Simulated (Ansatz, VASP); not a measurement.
KF: VASP beside Ansatz

The input POSCAR:

```
KF
1.0
    3.1788706815      0.0000000000      0.0000000000
    0.0000000000      3.1788706815      0.0000000000
    0.0000000000      0.0000000000      3.1788706815
K F
1 1
Direct
    0.0000000000      0.0000000000      0.0000000000
    0.5000000000      0.5000000000      0.5000000000
```

Contents of INCAR.step1:

```
  PREC = Accurate
  ENCUT = 520
  EDIFF = 1E-5
  ISMEAR = 0
  SIGMA = 0.01
  LREAL = False
  LASPH = True
  NELM = 100
  ALGO = Normal
  ISIF = 2
  LWAVE = True
  LCHARG = False
  GGA = PE
  NBANDS = 15
```

INCAR.step2

```
  PREC = Accurate
  ENCUT = 520
  EDIFF = 1E-6
  ISMEAR = 0
  SIGMA = 0.01
  LREAL = False
  LASPH = True
  NELM = 100
  ALGO = Normal
  ISIF = 2
  LWAVE = False
  LCHARG = False
  GGA = PE
  LHFCALC = True
  AEXX = 0.3
  HFSCREEN = 0.3
  PRECFOCK = Normal
  ISTART = 1
  NBANDS = 15
```

KPOINTS

```
regular mesh
0
Gamma
  4 4 4
```

Input for Ansatz:

```yaml
crystal:
  lattice:
    - [3.1788706815, 0.0, 0.0]
    - [0.0, 3.1788706815, 0.0]
    - [0.0, 0.0, 3.1788706815]
  atoms:
    - { symbol: K, position: [0.0, 0.0, 0.0] }
    - { symbol: F, position: [0.5, 0.5, 0.5] }
kpoints:
  mp_grid: { grid: [4, 4, 4] }
hamiltonian:
  xc: { exchange: pbe, correlation: pbe, exx: { coeff: 0.3, omega: 0.3 } }
scf:
  occupations: { method: fixed }
  n_extra_bands: 4
output:
  forces: true
  stress: true
  eigenvalues: true
```

Alike in both runs: task single point; functional PBE-based screened hybrid; k mesh 4 × 4 × 4; no spin polarisation.

|  | VASP | Ansatz |
| --- | --- | --- |
| version | VASP 6.6.1 | Ansatz 0.2.0 |
| potentials or method | VASP PAW PBE potentials, release 64 (K_sv, F) | plane waves |
| plane-wave cutoff (eV) | 520 | 420 |
| occupations | gaussian, width 0.01 eV | fixed |
| valence electrons in the cell | 16 | 16 |

```tsv
	VASP	Ansatz	Ansatz less VASP
gap on the k mesh at the Fermi level (eV)	8.99	9.01	+0.022
pressure (GPa)	1.5	1.3	-0.15
```

VASP's potentials were made for PBE, not for PBE-based screened hybrid. Ansatz's warnings: stress exchange threshold loose, stress scf threshold loose.

The k mesh is coarse, so the values compare programs but aren't converged.
